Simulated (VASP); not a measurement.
# SnSe2 (P-3m1) in VASP: further runs

Runs on SnSe2. Level: PBE. Tasks: single point, relaxation of cell and atoms.

All numbers are computed with VASP 6.6.1; they aren't measurements. Logs are shortened: lines on timing, memory, paths and dates and some standing lists are left out, and cuts for length are marked.

## Step 1: The cell of the first run

Symmetry: P-3m1, No. 164, trigonal system. Conventional cell: a = 3.811 Å, b = 3.811 Å, c = 6.137 Å, α = 90.00°, β = 90.00°, γ = 120.00°. Within 3.5 Å of Sn (site symmetry -3m) lie 6 Se at 2.68 Å. Within 3.5 Å of Se (site symmetry 3m) lie 3 Sn at 2.68 Å.

## Step 2: Single point, PBE

File INCAR:

```
SYSTEM = SnSe2
  PREC = Accurate
  ENCUT = 520
  EDIFF = 1E-6
  ISMEAR = 0
  SIGMA = 0.1
  LREAL = .False.
  LASPH = .True.
  NELM = 60
  ALGO = Normal
  ISIF = 2
  LWAVE = .False.
  LCHARG = .False.
  GGA = PE
  NBANDS = 20
```

File KPOINTS:

```
regular mesh
0
Gamma
  6 6 4
  0 0 0
```

File POSCAR:

```
SnSe2
1.0
    3.8109987000      0.0000000000      0.0000000000
   -1.9054993500      3.3004216900      0.0000000000
    0.0000000000      0.0000000000      6.1370000800
Sn Se
1 2
Direct
    0.0000000000      0.0000000000      0.0000000000
    0.3333333300      0.6666666700      0.2500000000
    0.6666666700      0.3333333300      0.7500000000
```

Potentials or basis: VASP PAW PBE potentials, release 64 (Sn_d, Se).

On the command line:

```
cat potpaw_PBE.64/Sn_d/POTCAR potpaw_PBE.64/Se/POTCAR > POTCAR
mpirun -np 1 vasp_std > vasp.out
```

OUTCAR:

```text
SYSTEM = SnSe2
   PREC = Accurate
   ENCUT = 520
   EDIFF = 1E-6
   ISMEAR = 0
   LREAL = .False.
   LASPH = .True.
   NELM = 60
   ISIF = 2
   GGA = PE

 ion  position               nearest neighbor table
   1  0.000  0.000  0.000-   2 2.68   3 2.68   3 2.68   2 2.68   3 2.68   2 2.68
   2  0.333  0.667  0.250-   1 2.68   1 2.68   1 2.68
   3  0.667  0.333  0.750-   1 2.68   1 2.68   1 2.68

  LATTYP: Found a hexagonal cell.
 ALAT       =     3.8109987000
 C/A-ratio  =     1.6103390641

  Lattice vectors:

 A1 = (   3.8109987000,   0.0000000000,   0.0000000000)
 A2 = (  -1.9054993500,   3.3004216900,   0.0000000000)
 A3 = (   0.0000000000,   0.0000000000,   6.1370000800)

Analysis of symmetry for initial positions (statically):
=====================================================================
 Subroutine PRICEL returns:
 Original cell was already a primitive cell.

 Routine SETGRP: Setting up the symmetry group for a
 hexagonal supercell.

 Subroutine GETGRP returns: Found 12 space group operations
 (whereof 12 operations were pure point group operations)
 out of a pool of 24 trial point group operations.

The static configuration has the point symmetry D_3d.

Analysis of symmetry for dynamics (positions and initial velocities):
=====================================================================
 Subroutine PRICEL returns:
 Original cell was already a primitive cell.

 Routine SETGRP: Setting up the symmetry group for a
 hexagonal supercell.

 Subroutine GETGRP returns: Found 12 space group operations
 (whereof 12 operations were pure point group operations)
 out of a pool of 24 trial point group operations.

The dynamic configuration has the point symmetry D_3d.

 Subroutine INISYM returns: Found 12 space group operations
 (whereof 12 operations are pure point group operations),
 and found     1 'primitive' translations

----------------------------------------------------------------------------------------

                                     Primitive cell

  volume of cell :      77.1906

  direct lattice vectors                    reciprocal lattice vectors
     3.810998700  0.000000000  0.000000000     0.262398410  0.151495793  0.000000000
    -1.905499350  3.300421690  0.000000000     0.000000000  0.302991585  0.000000000
     0.000000000  0.000000000  6.137000080     0.000000000  0.000000000  0.162946063

  length of vectors
     3.810998700  3.810998702  6.137000080     0.302991585  0.302991585  0.162946063

  position of ions in fractional coordinates (direct lattice)
     0.000000000  0.000000000  0.000000000
     0.333333330  0.666666670  0.250000000
     0.666666670  0.333333330  0.750000000

  ion indices of the primitive-cell ions
   primitive index   ion index
                 1           1
                 2           2
                 3           3

----------------------------------------------------------------------------------------

 KPOINTS: regular mesh

Automatic generation of k-mesh.
 Grid dimensions read from file:
 generate k-points for:    6    6    4

 Generating k-lattice:

  Cartesian coordinates                     Fractional coordinates (reciprocal lattice)
     0.043733068  0.025249299  0.000000000     0.166666667 -0.000000000  0.000000000
     0.000000000  0.050498598  0.000000000     0.000000000  0.166666667  0.000000000
     0.000000000  0.000000000  0.040736516     0.000000000  0.000000000  0.250000000

  Length of vectors
     0.050498598  0.050498598  0.040736516

  Shift w.r.t. Gamma in fractional coordinates (k-lattice)
     0.000000000  0.000000000  0.000000000

 Subroutine IBZKPT returns following result:
 ===========================================

 Found     24 irreducible k-points:

 Following reciprocal coordinates:
            Coordinates               Weight
  0.000000  0.000000  0.000000      1.000000
  0.166667 -0.000000  0.000000      6.000000
  0.333333 -0.000000  0.000000      6.000000
  0.500000 -0.000000  0.000000      3.000000
  0.166667  0.166667  0.000000      6.000000
  0.333333  0.166667  0.000000     12.000000
[... 16 lines left out ...]
  0.333333  0.166667  0.500000     12.000000
  0.333333  0.333333  0.500000      2.000000
   k-points           NKPTS =     24   k-points in BZ     NKDIM =     24   number of bands    NBANDS=     20
   number of dos      NEDOS =    301   number of ions     NIONS =      3
   total plane-waves  NPLWV =  37632
   dimension x,y,z NGX =    28 NGY =   28 NGZ =   48
   dimension x,y,z NGXF=    56 NGYF=   56 NGZF=   96
   ions per type =               1   2
   NGX,Y,Z   is equivalent  to a cutoff of  12.21, 12.21, 13.00 a.u.
   NGXF,Y,Z  is equivalent  to a cutoff of  24.43, 24.43, 26.01 a.u.
 SYSTEM =  SnSe2
   PREC   = accura    normal or accurate (medium, high low for compatibility)
   ISTART =      0    job   : 0-new  1-cont  2-samecut
   ICHARG =      2    charge: 1-file 2-atom 10-const
   ISPIN  =      1    spin polarized calculation?
   LNONCOLLINEAR =      F non collinear calculations
   LSORBIT =      F    spin-orbit coupling
   LASPH  =      T    aspherical Exc in radial PAW
   ENCUT  =  520.0 eV  38.22 Ry    6.18 a.u.   7.09  7.09 11.41*2*pi/ulx,y,z
   NELM   =     60;   NELMIN=  2; NELMDL= -5     # of ELM steps
   EDIFF  = 0.1E-05   stopping-criterion for ELM
   LREAL  =      F    real-space projection
   EDIFFG = 0.1E-04   stopping-criterion for IOM
   NSW    =      0    number of steps for IOM
   IBRION =     -1    ionic relax: 0-MD 1-quasi-New 2-CG
   NFREE  =      0    steps in history (QN), initial steepest desc. (CG)
   ISIF   =      2    stress and relaxation
   ISYM   =      2    0-nonsym 1-usesym 2-fastsym
   POTIM  = 0.5000    time-step for ionic-motion
   TEBEG  =    0.0;   TEEND  =   0.0 temperature during run
   PSTRESS=    0.0 pullay stress
   NELECT =      26.0000    total number of electrons
   NUPDOWN=      -1.0000    fix difference up-down
   EMIN   =  10.00;   EMAX   =-10.00  energy-range for DOS
   EFERMI =   0.00;   METHOD = LEGACY
   ISMEAR =     0;   SIGMA  =   0.10  broadening in eV -4-tet -1-fermi 0-gaus
   EFERMI_NEDOS =   21; number of points for ismear=-14 and -15
   IALGO  =     38    algorithm
   IMIX   =      4    mixing-type and parameters
     AMIX     =   0.40;   BMIX     =  1.00
     AMIX_MAG =   1.60;   BMIX_MAG =  1.00
  volume/ion in A,a.u.               =      25.73       173.64
  Fermi-wavevector in a.u.,A,eV,Ry     =   1.139054  2.152501 17.652812  1.297445
  Thomas-Fermi vector in A             =   2.275758
   LORBIT       =      0    0 simple, 1 ext, 2 COOP (PROOUT), +10 PAW based schemes
   GGA     = PE    functional components
   LHFCALC =     F    Hartree Fock is set to
   AEXX    =    0.0000 exact exchange contribution
   IVDW    =     0    specifies the selected vdW correction
   LEPSILON=     F    determine dielectric tensor
   LRPA    =     F    only Hartree local field effects (RPA)
 non-spin polarized calculation
 Gauss-broadening in eV      SIGMA  =   0.10
  energy-cutoff  :      520.00
  volume of cell :       77.19
 maximum number of plane-waves:      2109
   NGX = 15   NGY = 15   NGZ = 23

 number of electron      26.0000006 magnetization

 Free energy of the ion-electron system (eV)
  ---------------------------------------------------
  ext. energy  EPLUGINS =         0.00000000
  ---------------------------------------------------
  free energy    TOTEN  =       -11.74710127 eV

  energy without entropy =      -11.74710127  energy(sigma->0) =      -11.74710127

 E-fermi :   4.5595     XC(G=0):  -9.4579

 val. band max:        4.1610033516   @ k =   0.0000   0.0000   0.0000
 cond. band min:       4.9778184218   @ k =   0.5000  -0.0000   0.2500
 fundamental gap:      0.8168150702
 Fermi energy:         4.5595070062

 k-point     1 :       0.0000    0.0000    0.0000
  band No.  band energies     occupation
      1     -17.0950      2.00000
      2     -17.0950      2.00000
      3     -17.0572      2.00000
      4     -17.0421      2.00000
      5     -17.0421      2.00000
      6      -9.8078      2.00000
[... 12 lines left out ...]
     19      13.1225      0.00000
     20      13.1225      0.00000

 k-point     2 :       0.1667   -0.0000    0.0000
  band No.  band energies     occupation
      1     -17.1088      2.00000
      2     -17.0865      2.00000
      3     -17.0516      2.00000
      4     -17.0454      2.00000
      5     -17.0395      2.00000
      6      -9.5327      2.00000
[... 12 lines left out ...]
     19      12.4354      0.00000
     20      13.3852      0.00000

 k-point     3 :       0.3333   -0.0000    0.0000
  band No.  band energies     occupation
      1     -17.1394      2.00000
      2     -17.0770      2.00000
      3     -17.0602      2.00000
      4     -17.0290      2.00000
      5     -17.0267      2.00000
      6      -8.7960      2.00000
[... 12 lines left out ...]
     19      13.1286      0.00000
     20      13.9868      0.00000

 k-point     4 :       0.5000   -0.0000    0.0000
  band No.  band energies     occupation
      1     -17.1553      2.00000
      2     -17.0756      2.00000
      3     -17.0649      2.00000
      4     -17.0198      2.00000
      5     -17.0168      2.00000
      6      -8.1516      2.00000
[... 12 lines left out ...]
     19      14.1863      0.00000
     20      14.8395      0.00000

 k-point     5 :       0.1667    0.1667    0.0000
  band No.  band energies     occupation
      1     -17.1248      2.00000
      2     -17.0850      2.00000
      3     -17.0519      2.00000
      4     -17.0437      2.00000
      5     -17.0269      2.00000
      6      -9.0206      2.00000
[... 12 lines left out ...]
     19      11.1803      0.00000
     20      14.3742      0.00000
[... 353 lines left out ...]
      6      -8.0540      2.00000
[... 12 lines left out ...]
     19      14.0015      0.00000
     20      14.9256      0.00000

 k-point    22 :       0.1667    0.1667    0.5000
  band No.  band energies     occupation
      1     -17.1250      2.00000
      2     -17.0850      2.00000
      3     -17.0520      2.00000
      4     -17.0436      2.00000
      5     -17.0269      2.00000
      6      -8.8628      2.00000
[... 12 lines left out ...]
     19      12.2094      0.00000
     20      13.3422      0.00000

 k-point    23 :       0.3333    0.1667    0.5000
  band No.  band energies     occupation
      1     -17.1403      2.00000
      2     -17.0882      2.00000
      3     -17.0559      2.00000
      4     -17.0301      2.00000
      5     -17.0187      2.00000
      6      -8.1197      2.00000
[... 12 lines left out ...]
     19      12.6116      0.00000
     20      13.8496      0.00000

 k-point    24 :       0.3333    0.3333    0.5000
  band No.  band energies     occupation
      1     -17.1165      2.00000
      2     -17.1165      2.00000
      3     -17.0386      2.00000
      4     -17.0386      2.00000
      5     -17.0239      2.00000
      6      -7.6722      2.00000
[... 12 lines left out ...]
     19      13.1952      0.00000
     20      13.2621      0.00000

------------------------ aborting loop because EDIFF is reached ----------------------------------------

  FORCE on cell =-STRESS in cart. coord.  units (eV):
  Direction    XX          YY          ZZ          XY          YZ          ZX
  --------------------------------------------------------------------------------------
  -------------------------------------------------------------------------------------
  Total        2.4114075      2.4114075      2.9788008      0.0000000      0.0000000     -0.0000000
  in kB       50.0514692     50.0514692     61.8283535      0.0000000      0.0000000     -0.0000000
  external PRESSURE =      53.9770973 kB  Pullay stress =       0.0000000 kB

 VOLUME and BASIS-vectors are now :
 -----------------------------------------------------------------------------
  energy-cutoff  :      520.00
  volume of cell :       77.19
      direct lattice vectors                 reciprocal lattice vectors
     3.810998700  0.000000000  0.000000000     0.262398410  0.151495793  0.000000000
    -1.905499350  3.300421690  0.000000000     0.000000000  0.302991585  0.000000000
     0.000000000  0.000000000  6.137000080     0.000000000  0.000000000  0.162946063

 POSITION                                       TOTAL-FORCE (eV/Angst)
 -----------------------------------------------------------------------------------
      0.00000      0.00000      0.00000         0.000000      0.000000      0.000000
     -0.00000      2.20028      1.53425         0.000000      0.000000      0.726743
      1.90550      1.10014      4.60275        -0.000000     -0.000000     -0.726743
 -----------------------------------------------------------------------------------
    total drift:                                0.000000      0.000000      0.000000

  FREE ENERGIE OF THE ION-ELECTRON SYSTEM (eV)
  ---------------------------------------------------
  free  energy   TOTEN  =       -11.7471012746 eV

  energy  without entropy=      -11.7471012744  energy(sigma->0) =      -11.74710127
```

It took 12 s on 1 thread of Intel Xeon 6975P-C (Granite Rapids), shared host; peak memory 0.19 GiB.

What came out:

```
Free energy            : -11.7471 eV
Pressure               : 5.4 GPa
Largest force          : 0.727 eV/Å
Band gap on the k mesh : 0.82 eV (least direct gap 1.09 eV)
```

Forces in eV/Å, atoms in the order of the input:
```
Sn   0.000  0.000  0.000
Se   0.000  0.000  0.727
Se   0.000  0.000 -0.727
```

Stress tensor (GPa, compression positive):
```
5.01 0.00 0.00
0.00 5.01 0.00
0.00 0.00 6.18
```

Levels at points of the mesh, in eV from the valence-band top:
```csv
k point,band 10,band 11,band 12,band 13,band 14,band 15,band 16,band 17
"(0.00, 0.00, 0.00)",-0.67,-0.37,-0.37,0.00,1.09,2.97,4.66,4.66
"(0.50, 0.00, 0.00)",-2.90,-2.65,-1.20,-0.29,1.17,3.80,5.44,5.47
"(0.00, 0.00, 0.50)",-0.76,-0.76,-0.21,-0.21,2.47,2.94,4.38,4.38
"(0.50, 0.00, 0.50)",-2.48,-1.98,-0.83,-0.68,0.87,4.26,4.84,5.84
```

Caveat: the cell stands under pressure; spin-orbit coupling is left out, which moves the levels of the heavy elements; this functional lacks dispersion, which binds layers or chains, so the pressure and a relaxed spacing across them are unreliable. A k mesh can miss the band edges.

(Continued in part 2 of 2.)
